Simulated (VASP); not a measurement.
Sn3Te:

```
Sn Te
1.0
     6.08742    0.00000    0.00000
     0.00000    6.08742    0.00000
     0.00000    0.00000    6.08742
Sn Te
6 2
Direct
  0.25000 0.00000 0.50000
  0.75000 0.00000 0.50000
  0.00000 0.50000 0.25000
  0.00000 0.50000 0.75000
  0.50000 0.75000 0.00000
  0.50000 0.25000 0.00000
  0.00000 0.00000 0.00000
  0.50000 0.50000 0.50000
```

The cell was generated, and may not be a known phase.

```yaml
Program: VASP 6.6.1
Task: relaxation of cell and atoms
Functional: PBE
Potentials_or_basis: VASP PAW PBE potentials, release 64 (Sn_d, Te)
Cutoff: 600 eV
k_mesh: 6 × 6 × 6
Occupations: gaussian, width 0.1 eV
Spin: no spin polarisation
```

At the start: pressure 1.9 GPa; volume 28.20 Å³/atom.

Where does the relaxation end?

Over 3 steps the energy falls by 6.8 meV/atom and the volume is 29.36 Å³/atom (+4.1 %); space group Pm-3n (No. 223, to 0.1 Å) before and after.

Step by step:
| step | energy change (eV) | largest force (eV/Å) | pressure (GPa) | volume (Å³) |
| --- | --- | --- | --- | --- |
| 1 | 0.0000 | 0.0000 | 1.92 | 225.58 |
| 2 | -0.0522 | 0.0000 | -0.35 | 236.81 |
| 3 | -0.0543 | 0.0000 | 0.00 | 234.89 |

Final structure:
```
Sn Te
1.0
     6.17007    0.00000    0.00000
     0.00000    6.17007    0.00000
     0.00000    0.00000    6.17007
Sn Te
6 2
Direct
  0.25000 0.00000 0.50000
  0.75000 0.00000 0.50000
  0.00000 0.50000 0.25000
  0.00000 0.50000 0.75000
  0.50000 0.75000 0.00000
  0.50000 0.25000 0.00000
  0.00000 0.00000 0.00000
  0.50000 0.50000 0.50000
```
